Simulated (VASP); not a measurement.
LaBi2ClO4:

```xyz
8
Lattice="3.9889 0.0000 0.0000 0.0000 3.9889 0.0000 0.0000 0.0000 9.3332" Properties=species:S:1:pos:R:3 pbc="T T T"
Bi    1.9944    1.9944    6.7350
Bi    1.9944    1.9944    2.5981
La    0.0000    0.0000    0.0000
Cl    0.0000    0.0000    4.6666
O     1.9944    0.0000    7.8244
O     1.9944    0.0000    1.5088
O     0.0000    1.9944    7.8244
O     0.0000    1.9944    1.5088
```

```yaml
Program: VASP 6.6.1
Task: relaxation of cell and atoms
Functional: PBEsol
Potentials_or_basis: VASP PAW PBE potentials, release 64 (Bi_d, La, Cl, O)
Cutoff: 600 eV
k_mesh: 7 × 7 × 3
Occupations: fermi-dirac, width 0.05 eV
Spin: no spin polarisation
Hubbard_terms: La f U = 2.0 eV
```

At the start: pressure -3.7 GPa; volume 18.56 Å³/atom.

Task: How do energy, volume and symmetry change on relaxing?

Result: Over 14 steps the energy falls by 12.7 meV/atom and the volume is 17.46 Å³/atom (-5.9 %); space group P4/mmm (No. 123, to 0.1 Å) before and after.

Step by step:
| step | energy change (eV) | largest force (eV/Å) | pressure (GPa) | volume (Å³) |
| --- | --- | --- | --- | --- |
| 1 | 0.0000 | 0.2679 | -3.70 | 148.50 |
| 2 | -0.0020 | 1.0220 | 3.77 | 139.47 |
| 3 | -0.0591 | 0.3533 | -0.17 | 143.84 |
| 4 | -0.0690 | 0.2084 | -0.07 | 143.05 |
| 5 | -0.0766 | 0.2797 | 0.17 | 141.50 |
| 6 | -0.0832 | 0.2407 | 0.16 | 141.18 |
| 7 | -0.0968 | 0.1246 | 0.17 | 140.22 |
| 8 | -0.0955 | 0.1040 | 0.27 | 138.29 |
| 9 | -0.1010 | 0.0385 | 0.21 | 139.33 |
| 10 | -0.1010 | 0.0385 | 0.21 | 139.29 |
| 11 | -0.1016 | 0.0345 | -0.09 | 139.74 |
| 12 | -0.1016 | 0.0340 | -0.10 | 139.75 |
| 13 | -0.1017 | 0.0176 | 0.02 | 139.67 |
| 14 | -0.1017 | 0.0077 | 0.00 | 139.69 |

Final structure:
```yaml
crystal:
  lattice:
    - [3.93814, 0.00000, 0.00000]
    - [0.00000, 3.93814, 0.00000]
    - [0.00000, 0.00000, 9.00676]
  atoms:
    - { symbol: Bi, position: [0.50000, 0.50000, 0.71244] }
    - { symbol: Bi, position: [0.50000, 0.50000, 0.28756] }
    - { symbol: La, position: [0.00000, 0.00000, 0.00000] }
    - { symbol: Cl, position: [0.00000, 0.00000, 0.50000] }
    - { symbol: O, position: [0.50000, 0.00000, 0.83220] }
    - { symbol: O, position: [0.50000, 0.00000, 0.16780] }
    - { symbol: O, position: [0.00000, 0.50000, 0.83220] }
    - { symbol: O, position: [0.00000, 0.50000, 0.16780] }
```

Caveat: the PAW data sets were made with another functional, which shifts forces and pressure a little.
